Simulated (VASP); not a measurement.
LiF:

```
CELL_PARAMETERS angstrom
2.19056 1.26472 3.26835
-2.19056 1.26472 3.26835
0.00000 -2.52944 3.26835
ATOMIC_POSITIONS crystal
Li 0.00000 0.00000 0.50000
Li 0.50000 0.00000 0.00000
Li 0.00000 0.50000 0.00000
F 0.50000 0.50000 0.00000
F 0.00000 0.50000 0.50000
F 0.50000 0.00000 0.50000
```

The cell was generated, and may not be a known phase.

- Program: VASP 6.6.1
- Task: relaxation of cell and atoms
- Functional: PBE
- Potentials or basis: VASP PAW PBE potentials, release 64 (Li_sv, F)
- Cutoff: 600 eV
- k mesh: 6 × 6 × 6
- Occupations: gaussian, width 0.1 eV
- Spin: no spin polarisation

At the start: pressure 15.9 GPa; volume 9.05 Å³/atom.

Q: Where does the relaxation end?

A: Over 10 steps the energy falls by 868.3 meV/atom and the volume is 9.64 Å³/atom (+6.5 %); space group R-3m (No. 166, to 0.1 Å) before and after.

The path:
| step | energy change (eV) | largest force (eV/Å) | pressure (GPa) | volume (Å³) |
| --- | --- | --- | --- | --- |
| 1 | 0.0000 | 0.0000 | 15.85 | 54.33 |
| 2 | -4.3491 | 0.0000 | 1.06 | 60.15 |
| 3 | -5.0137 | 0.0000 | -2.69 | 61.84 |
| 4 | -5.1147 | 0.0000 | -4.48 | 62.37 |
| 5 | -5.1207 | 0.0000 | -4.79 | 62.45 |
| 6 | -5.1915 | 0.0000 | -1.58 | 59.48 |
| 7 | -5.2032 | 0.0000 | 0.37 | 57.92 |
| 8 | -5.2033 | 0.0000 | 0.55 | 57.78 |
| 9 | -5.2083 | 0.0000 | 0.26 | 57.81 |
| 10 | -5.2101 | 0.0000 | -0.02 | 57.83 |

Final structure:
```xyz
6
Lattice="2.6632 1.5376 2.3539 -2.6632 1.5376 2.3539 0.0000 -3.0752 2.3539" Properties=species:S:1:pos:R:3 pbc="T T T"
Li    2.6632    0.0000    3.5308
Li    1.3316    0.7688    1.1769
Li   -1.3316    0.7688    1.1769
F     0.0000    1.5376    2.3539
F    -1.3316   -0.7688    2.3539
F     1.3316   -0.7688    2.3539
```

Caveat: the cutoff is under 1.25 times the usual one of these potentials, so pressure, stress and relaxed cells hold a basis-set (Pulay) error.
